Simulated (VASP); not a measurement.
Runs of VASP 6.6.1 on N. The structure is that of space group C2/m (No. 12), or close to it. The cells are those of the table. 

| cell | gap on the mesh (eV) | pressure (GPa) | largest force (eV/Å) |
| --- | --- | --- | --- |
| a = 3.817, b = 3.817, c = 15.193 Å, angles 79.1, 79.1, 60.0°, 8 atoms | 6.95 | 2.2 | 1.78 |
| a = 3.817, b = 3.817, c = 14.839 Å, angles 88.2, 88.2, 60.0°, 8 atoms | 7.03 | 2.0 | 1.74 |
| a = 3.817, b = 3.817, c = 15.819 Å, angles 72.4, 72.4, 60.0°, 8 atoms | 6.94 | 2.2 | 1.78 |
| a = 3.817, b = 3.817, c = 14.870 Å, angles 86.3, 86.3, 60.0°, 8 atoms | (a) | 2.0 | 1.75 |

Alike in all rows: task single point; level PBE+D3(BJ); potentials or basis VASP PAW PBE potentials, release 64 (N); no spin polarisation; k mesh 7 × 7 × 2; cutoff (eV) 520; smearing gaussian 0.05 eV.

Task: Estimate the missing entries.

Result: (a) 7.00.

Caveats: the standard files for N, O and F lose accuracy on very short bonds; forces of over 1 eV/Å act on the atoms, so gaps and moduli don't describe the material at rest; the stress differs along the axes, from -0 to 7 GPa (at least some runs); the stress differs along the axes, from -0 to 6 GPa (at least some runs).

A k mesh can miss the band edges.
